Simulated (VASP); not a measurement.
**TaN: single point with PBE**

The system is TaN.

```
CELL_PARAMETERS angstrom
-2.98815 -5.17562 0.00000
4.48222 -2.58781 0.00000
0.00000 0.00000 5.87513
ATOMIC_POSITIONS crystal
Ta 0.76596 0.51745 0.22657
Ta 0.72935 0.50366 0.73610
Ta 0.54706 0.00205 0.24825
Ta 0.51680 0.98174 0.75932
Ta 0.21482 0.50736 0.26115
Ta 0.27631 0.51221 0.72950
Ta 0.98495 0.01167 0.28951
Ta 0.02120 0.01070 0.76352
N 0.47484 0.65601 0.04228
N 0.52059 0.70438 0.49344
N 0.23932 0.16635 0.04584
N 0.19613 0.19008 0.48154
N 0.01377 0.60770 0.94724
N 0.01268 0.62933 0.51102
N 0.79921 0.15143 0.03214
N 0.77461 0.16060 0.55927
```

| Property | Result |
| --- | --- |
| Program | VASP 6.6.1 |
| Task | single point |
| Functional | PBE |
| Potentials or basis | VASP PAW PBE potentials, release 64 (Ta_pv, N) |
| Cutoff | 520 eV |
| k mesh | 2 × 2 × 2 |
| Occupations | fermi-dirac, width 0.36 eV |
| Spin | no spin polarisation |
| Dipole correction | no |
| Further INCAR settings | LREAL = Auto; ALGO = Normal; EDIFF = 1e-06; NBANDS = 78 |

* Pressure: 9.3 GPa
* Largest force: 5.690 eV/Å

Forces in eV/Å, atoms in the order of the input:
```
Ta   0.117  1.566  1.875
Ta  -2.078 -2.899  1.481
Ta   3.207  4.282  1.014
Ta   2.011 -0.714  1.285
Ta  -3.016 -2.964 -3.752
Ta  -0.255  2.962  2.791
Ta  -2.870 -1.868 -2.975
Ta  -1.769  0.912  2.005
N   -0.074 -1.921 -2.620
N   -1.029  1.138  0.100
N   -1.183 -0.725 -1.946
N   -1.669 -4.047  3.635
N    2.198  0.020  1.857
N    3.692  0.495  0.142
N    1.965  2.010 -2.450
N    0.754  1.752 -2.441
```

Stress tensor (GPa, compression positive):
```
 8.96  3.29 -0.40
 3.29  9.53 -3.16
-0.40 -3.16  9.36
```

Levels at points of the mesh, in eV from the Fermi level:
```csv
k point,band 61,band 62,band 63,band 64,band 65,band 66,band 67,band 68
"(0.00, 0.00, 0.00)",-1.04,-0.89,-0.47,-0.02,0.20,0.64,0.84,1.30
"(0.50, 0.00, 0.00)",-1.14,-0.50,-0.39,-0.20,0.24,0.70,0.98,1.09
"(0.00, 0.50, 0.00)",-1.46,-1.10,-0.73,-0.25,0.95,1.38,1.67,1.77
"(0.50, 0.50, 0.00)",-1.53,-1.40,-0.93,-0.82,-0.01,0.62,0.67,1.25
"(0.00, 0.00, 0.50)",-1.06,-0.86,-0.52,-0.23,0.39,0.65,0.89,1.13
"(0.50, 0.00, 0.50)",-1.14,-0.67,-0.43,-0.21,0.16,0.57,0.77,1.07
"(0.00, 0.50, 0.50)",-1.25,-1.16,-0.96,-0.86,0.52,0.91,1.03,1.42
"(0.50, 0.50, 0.50)",-1.30,-0.89,-0.86,-0.35,0.09,0.45,0.72,1.04
```

Run time: 7.6 min on 1 thread of AMD EPYC 7R13 Processor (Zen 3), with other jobs on the host, peak memory 0.29 GiB.

Caveat: the k points lie up to 0.61 Å⁻¹ apart; spin-orbit coupling is left out, which moves the levels of the heavy elements; forces of over 1 eV/Å act on the atoms, so gaps and moduli don't describe the material at rest.
